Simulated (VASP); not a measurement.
# Si (P6_3/mmc) in VASP: further runs

Si is run at these levels: PBE; tasks: single point, relaxation of cell and atoms.

Program: VASP 6.6.1. These are calculated values, not measurements. Logs are shortened: lines on timing, memory, paths and dates and some standing lists are left out, and cuts for length are marked.

## Step 1: The cell of the first run

The structure is hexagonal, space group P6_3/mmc (No. 194). Conventional cell: a = 2.499 Å, b = 2.499 Å, c = 4.196 Å, α = 90.00°, β = 90.00°, γ = 120.00°. Si (site symmetry -6m2) has 12 Si at 2.50 to 2.55 Å within 3.3 Å.

This isn't the form of Si at room conditions, which is diamond.

## Step 2: Single point, PBE

INCAR reads:

```
PREC     = Accurate       # precision mode
ENCUT    = 520            # plane-wave cutoff, eV
EDIFF    = 1E-7           # SCF threshold, eV
ISMEAR   = 0              # smearing method
SIGMA    = 0.05           # smearing width, eV
LREAL    = F              # projectors in reciprocal space
LASPH    = T              # aspherical terms in the spheres
NELM     = 60             # most SCF steps
ALGO     = Normal         # electronic algorithm
ISIF     = 2              # what is computed and relaxed
LWAVE    = F              # write WAVECAR
LCHARG   = F              # write CHGCAR
GGA      = PE             # functional
NBANDS   = 11             # bands
```

KPOINTS reads:

```
Automatic mesh
0
Gamma
  18 18 11
```

POSCAR reads:

```
Si
1.0
    2.4994385007      0.0000000000      0.0000000000
   -1.2497192504      2.1645772368      0.0000000000
    0.0000000000      0.0000000000      4.1957417244
Si
2
Direct
    0.3333333333      0.6666666667      0.2500000000
    0.6666666667      0.3333333333      0.7500000000
```

Potentials or basis: VASP PAW PBE potentials, release 64 (Si).

Started as:

```
$ cat potpaw_PBE.64/Si/POTCAR > POTCAR
$ mpirun -np 1 vasp_std > vasp.out
```

OUTCAR:

```text
PREC = Accurate
   ENCUT = 520
   EDIFF = 1E-7
   ISMEAR = 0
   LREAL = F
   LASPH = T
   NELM = 60
   ISIF = 2
   GGA = PE

 ion  position               nearest neighbor table
   1  0.333  0.667  0.250-   2 2.55   2 2.55   2 2.55   2 2.55   2 2.55   2 2.55
   2  0.667  0.333  0.750-   1 2.55   1 2.55   1 2.55   1 2.55   1 2.55   1 2.55

  LATTYP: Found a hexagonal cell.
 ALAT       =     2.4994385007
 C/A-ratio  =     1.6786737194

  Lattice vectors:

 A1 = (   2.4994385007,   0.0000000000,   0.0000000000)
 A2 = (  -1.2497192504,   2.1645772368,   0.0000000000)
 A3 = (   0.0000000000,   0.0000000000,   4.1957417244)

Analysis of symmetry for initial positions (statically):
=====================================================================
 Subroutine PRICEL returns:
 Original cell was already a primitive cell.

 Routine SETGRP: Setting up the symmetry group for a
 hexagonal supercell.

 Subroutine GETGRP returns: Found 24 space group operations
 (whereof 12 operations were pure point group operations)
 out of a pool of 24 trial point group operations.

The static configuration has the point symmetry D_3d.
 The point group associated with its full space group is D_6h.

Analysis of symmetry for dynamics (positions and initial velocities):
=====================================================================
 Subroutine PRICEL returns:
 Original cell was already a primitive cell.

 Routine SETGRP: Setting up the symmetry group for a
 hexagonal supercell.

 Subroutine GETGRP returns: Found 24 space group operations
 (whereof 12 operations were pure point group operations)
 out of a pool of 24 trial point group operations.

The dynamic configuration has the point symmetry D_3d.
 The point group associated with its full space group is D_6h.

 Subroutine INISYM returns: Found 24 space group operations
 (whereof 12 operations are pure point group operations),
 and found     1 'primitive' translations

----------------------------------------------------------------------------------------

                                     Primitive cell

  volume of cell :      22.6999

  direct lattice vectors                    reciprocal lattice vectors
     2.499438501  0.000000000  0.000000000     0.400089860  0.230991988  0.000000000
    -1.249719250  2.164577237  0.000000000     0.000000000  0.461983977  0.000000000
     0.000000000  0.000000000  4.195741724     0.000000000  0.000000000  0.238336882

  length of vectors
     2.499438501  2.499438501  4.195741724     0.461983977  0.461983977  0.238336882

  position of ions in fractional coordinates (direct lattice)
     0.333333333  0.666666667  0.250000000
     0.666666667  0.333333333  0.750000000

  ion indices of the primitive-cell ions
   primitive index   ion index
                 1           1
                 2           2

----------------------------------------------------------------------------------------

 KPOINTS: Automatic mesh

Automatic generation of k-mesh.
 Grid dimensions read from file:
 generate k-points for:   18   18   11

 Generating k-lattice:

  Cartesian coordinates                     Fractional coordinates (reciprocal lattice)
     0.022227214  0.012832888  0.000000000     0.055555556 -0.000000000  0.000000000
     0.000000000  0.025665776  0.000000000     0.000000000  0.055555556  0.000000000
     0.000000000  0.000000000  0.021666989     0.000000000  0.000000000  0.090909091

  Length of vectors
     0.025665776  0.025665776  0.021666989

  Shift w.r.t. Gamma in fractional coordinates (k-lattice)
     0.000000000  0.000000000  0.000000000

 Subroutine IBZKPT returns following result:
 ===========================================

 Found    222 irreducible k-points:

 Following reciprocal coordinates:
            Coordinates               Weight
  0.000000  0.000000  0.000000      1.000000
  0.055556 -0.000000  0.000000      6.000000
  0.111111 -0.000000  0.000000      6.000000
  0.166667  0.000000  0.000000      6.000000
  0.222222  0.000000  0.000000      6.000000
  0.277778 -0.000000  0.000000      6.000000
[... 16 lines left out ...]
  0.333333  0.111111  0.000000     12.000000
  0.388889  0.111111  0.000000     12.000000
 [... further k-points ...]
   k-points           NKPTS =    222   k-points in BZ     NKDIM =    222   number of bands    NBANDS=     11
   number of dos      NEDOS =    301   number of ions     NIONS =      2
   total plane-waves  NPLWV =  12800
   dimension x,y,z NGX =    20 NGY =   20 NGZ =   32
   dimension x,y,z NGXF=    40 NGYF=   40 NGZF=   64
   ions per type =               2
   NGX,Y,Z   is equivalent  to a cutoff of  13.30, 13.30, 12.68 a.u.
   NGXF,Y,Z  is equivalent  to a cutoff of  26.61, 26.61, 25.36 a.u.
 SYSTEM =  unknown system
   PREC   = accura    normal or accurate (medium, high low for compatibility)
   ISTART =      0    job   : 0-new  1-cont  2-samecut
   ICHARG =      2    charge: 1-file 2-atom 10-const
   ISPIN  =      1    spin polarized calculation?
   LNONCOLLINEAR =      F non collinear calculations
   LSORBIT =      F    spin-orbit coupling
   LASPH  =      T    aspherical Exc in radial PAW
   ENCUT  =  520.0 eV  38.22 Ry    6.18 a.u.   4.65  4.65  7.80*2*pi/ulx,y,z
   NELM   =     60;   NELMIN=  2; NELMDL= -5     # of ELM steps
   EDIFF  = 0.1E-06   stopping-criterion for ELM
   LREAL  =      F    real-space projection
   EDIFFG = 0.1E-05   stopping-criterion for IOM
   NSW    =      0    number of steps for IOM
   IBRION =     -1    ionic relax: 0-MD 1-quasi-New 2-CG
   NFREE  =      0    steps in history (QN), initial steepest desc. (CG)
   ISIF   =      2    stress and relaxation
   ISYM   =      2    0-nonsym 1-usesym 2-fastsym
   POTIM  = 0.5000    time-step for ionic-motion
   TEBEG  =    0.0;   TEEND  =   0.0 temperature during run
   PSTRESS=    0.0 pullay stress
   NELECT =       8.0000    total number of electrons
   NUPDOWN=      -1.0000    fix difference up-down
   EMIN   =  10.00;   EMAX   =-10.00  energy-range for DOS
   EFERMI =   0.00;   METHOD = LEGACY
   ISMEAR =     0;   SIGMA  =   0.05  broadening in eV -4-tet -1-fermi 0-gaus
   EFERMI_NEDOS =   21; number of points for ismear=-14 and -15
   IALGO  =     38    algorithm
   IMIX   =      4    mixing-type and parameters
     AMIX     =   0.40;   BMIX     =  1.00
     AMIX_MAG =   1.60;   BMIX_MAG =  1.00
  volume/ion in A,a.u.               =      11.35        76.59
  Fermi-wavevector in a.u.,A,eV,Ry     =   1.156370  2.185222 18.193589  1.337191
  Thomas-Fermi vector in A             =   2.292991
   LORBIT       =      0    0 simple, 1 ext, 2 COOP (PROOUT), +10 PAW based schemes
   GGA     = PE    functional components
   LHFCALC =     F    Hartree Fock is set to
   AEXX    =    0.0000 exact exchange contribution
   IVDW    =     0    specifies the selected vdW correction
   LEPSILON=     F    determine dielectric tensor
   LRPA    =     F    only Hartree local field effects (RPA)
 non-spin polarized calculation
 Gauss-broadening in eV      SIGMA  =   0.05
  energy-cutoff  :      520.00
  volume of cell :       22.70
 maximum number of plane-waves:       628
 NGX is ok and might be reduce to    20
   NGX =  9   NGY =  9   NGZ = 15

 number of electron       8.0000000 magnetization

 Free energy of the ion-electron system (eV)
  ---------------------------------------------------
  ext. energy  EPLUGINS =         0.00000000
  ---------------------------------------------------
  free energy    TOTEN  =        -9.31500855 eV

  energy without entropy =       -9.31415626  energy(sigma->0) =       -9.31458241

 E-fermi :  13.6878     XC(G=0): -12.2030

 val. band max:       13.6808789411   @ k =   0.3333   0.2778   0.1818
 cond. band min:      13.6986316297   @ k =   0.3889   0.1111   0.0000
 fundamental gap:      0.0177526886
 Fermi energy:        13.6878046326

 k-point     1 :       0.0000    0.0000    0.0000
  band No.  band energies     occupation
      1      -3.1969      2.00000
      2       4.8601      2.00000
      3       4.9070      2.00000
      4      24.3883      0.00000
      5      24.3883      0.00000
      6      25.0598      0.00000
      7      25.0598      0.00000
      8      25.5667      0.00000
      9      27.3670      0.00000
     10      29.1384      0.00000
     11      30.4290      0.00000

 k-point     2 :       0.0556   -0.0000    0.0000
  band No.  band energies     occupation
      1      -3.1012      2.00000
      2       4.9531      2.00000
      3       4.9966      2.00000
      4      22.5207      0.00000
      5      23.2965      0.00000
      6      24.7388      0.00000
      7      26.3165      0.00000
      8      26.4721      0.00000
      9      27.3379      0.00000
     10      28.8792      0.00000
     11      29.3445      0.00000

 k-point     3 :       0.1111   -0.0000    0.0000
  band No.  band energies     occupation
      1      -2.8143      2.00000
      2       5.2310      2.00000
      3       5.2653      2.00000
      4      19.9450      0.00000
      5      22.0909      0.00000
      6      23.9200      0.00000
      7      26.1831      0.00000
      8      26.7668      0.00000
      9      27.7952      0.00000
     10      28.0007      0.00000
     11      28.2797      0.00000
[... 267 lines left out ...]
 k-point    23 :       0.3333    0.1111    0.0000
  band No.  band energies     occupation
      1       1.7101      2.00000
      2       8.0410      2.00000
      3       9.5370      2.00000
      4       9.9663      2.00000
      5      14.5546      0.00000
      6      16.1050      0.00000
      7      16.5699      0.00000
      8      22.2351      0.00000
      9      22.7572      0.00000
     10      24.4900      0.00000
     11      30.3972      0.00000

 k-point    24 :       0.3889    0.1111    0.0000
  band No.  band energies     occupation
      1       3.0959      2.00000
      2       6.3558      2.00000
      3      10.8202      2.00000
      4      11.0211      2.00000
      5      13.6986      0.75943
      6      14.3070      0.00000
      7      15.4517      0.00000
      8      22.0073      0.00000
      9      22.4704      0.00000
     10      24.2597      0.00000
     11      30.4080      0.00000

 [... further k-points ...]

------------------------ aborting loop because EDIFF is reached ----------------------------------------

  FORCE on cell =-STRESS in cart. coord.  units (eV):
  Direction    XX          YY          ZZ          XY          YZ          ZX
  --------------------------------------------------------------------------------------
  -------------------------------------------------------------------------------------
  Total        4.9313724      4.9313724      4.9392612     -0.0000000      0.0000000     -0.0000000
  in kB      348.0599837    348.0599837    348.6167814     -0.0000000      0.0000000     -0.0000000
  external PRESSURE =     348.2455830 kB  Pullay stress =       0.0000000 kB

 VOLUME and BASIS-vectors are now :
 -----------------------------------------------------------------------------
  energy-cutoff  :      520.00
  volume of cell :       22.70
      direct lattice vectors                 reciprocal lattice vectors
     2.499438501  0.000000000  0.000000000     0.400089860  0.230991988  0.000000000
    -1.249719250  2.164577237  0.000000000     0.000000000  0.461983977  0.000000000
     0.000000000  0.000000000  4.195741724     0.000000000  0.000000000  0.238336882

 POSITION                                       TOTAL-FORCE (eV/Angst)
 -----------------------------------------------------------------------------------
     -0.00000      1.44305      1.04894         0.000000     -0.000000      0.000000
      1.24972      0.72153      3.14681        -0.000000      0.000000      0.000000
 -----------------------------------------------------------------------------------
    total drift:                               -0.000000      0.000000     -0.000000

  FREE ENERGIE OF THE ION-ELECTRON SYSTEM (eV)
  ---------------------------------------------------
  free  energy   TOTEN  =        -9.3150085547 eV

  energy  without entropy=       -9.3141562601  energy(sigma->0) =       -9.31458241
```

It took 41 s on 1 thread of Intel Xeon 8259CL, shared host; peak memory 0.16 GiB.

Results:

```yaml
Free_energy: -9.3150 eV
Pressure: 34.8 GPa
Band_gap_on_the_k_mesh: zero (bands 4 and 5 overlap by 14.61 eV)
```

Caveat: the cell stands under pressure.

## Step 3: Relaxation of cell and atoms, PBE, target pressure 35 GPa, at which the enthalpy is minimised

This run uses another cell than the first one, of 11.32 Å³/atom.

INCAR reads:

```
PREC = Accurate
ENCUT = 600
EDIFF = 1E-7
ISMEAR = 0
SIGMA = 0.05
LREAL = False
LASPH = True
NELM = 60
ALGO = Normal
ISIF = 3
LWAVE = False
LCHARG = False
GGA = PE
IBRION = 2
NSW = 80
EDIFFG = -0.003
PSTRESS = 350.0
```

KPOINTS is that of step 2.

POSCAR reads:

```
Si
1.0
    2.5100000000      0.0000000000      0.0000000000
   -1.2550000000      2.1737237635      0.0000000000
    0.0000000000      0.0000000000      4.1500000000
Si
2
Direct
    0.3333333333      0.6666666667      0.2500000000
    0.6666666667      0.3333333333      0.7500000000
```

Potentials or basis: VASP PAW PBE potentials, release 64 (Si).

Started as:

```
$ cat potpaw_PBE.64/Si/POTCAR > POTCAR
$ mpirun -np 1 vasp_std > vasp.out
```

It took 2.7 min on 1 thread of Intel Xeon 8259CL, shared host; peak memory 0.16 GiB.

The run converged. Its results:

```
Free energy                                                : -9.3119 eV
Relaxed volume                                             : 11.34 Å³/atom
Relaxed cell                                               : a = 2.499 Å, b = 2.499 Å, c = 4.195 Å, α = 90.00°, β = 90.00°, γ = 120.00°
Space group after relaxing (to 0.1 Å)                      : P6_3/mmc (No. 194)
Energy change on relaxing (the run minimises the enthalpy) : -5.7 meV/atom
Ionic steps                                                : 9
Pressure after relaxing                                    : 35.0 GPa
Band gap on the k mesh                                     : zero (bands 4 and 5 overlap by 14.61 eV)
```

Step by step:
```csv
step,energy change (eV),largest force (eV/Å),pressure (GPa),volume (Å³)
1,0.0000,0.0000,35.69,22.64
2,-0.0363,0.0000,33.82,22.80
3,-0.0302,0.0000,34.14,22.77
4,-0.0333,0.0000,33.98,22.79
5,0.0074,0.0000,35.86,22.60
6,-0.0119,0.0000,34.96,22.69
7,-0.0127,0.0000,34.93,22.69
8,-0.0107,0.0000,35.02,22.68
9,-0.0114,0.0000,34.99,22.68
```

Final structure:
```cif
data_structure
_symmetry_space_group_name_H-M 'P 1'
_symmetry_Int_Tables_number 1
_cell_length_a 2.4988
_cell_length_b 2.4988
_cell_length_c 4.1951
_cell_angle_alpha 90.000
_cell_angle_beta 90.000
_cell_angle_gamma 120.000
_cell_volume 22.68
loop_
_atom_site_label
_atom_site_type_symbol
_atom_site_fract_x
_atom_site_fract_y
_atom_site_fract_z
_atom_site_occupancy
Si1 Si 0.33333 0.66667 0.25000 1
Si2 Si 0.66667 0.33333 0.75000 1
```

Levels at points of the mesh, in eV from the Fermi level:
```
           k point  band 1  band 2  band 3  band 4  band 5  band 6  band 7  band 8
(0.00, 0.00, 0.00)  -16.89   -8.83   -8.79   10.71   10.71   11.38   11.38   11.88
(0.50, 0.00, 0.00)   -9.44   -9.19   -2.14   -1.83   -0.91   -0.80    4.44    6.74
```

Caveat: the cell is relaxed towards a set pressure, so the run minimises the enthalpy, not the energy.
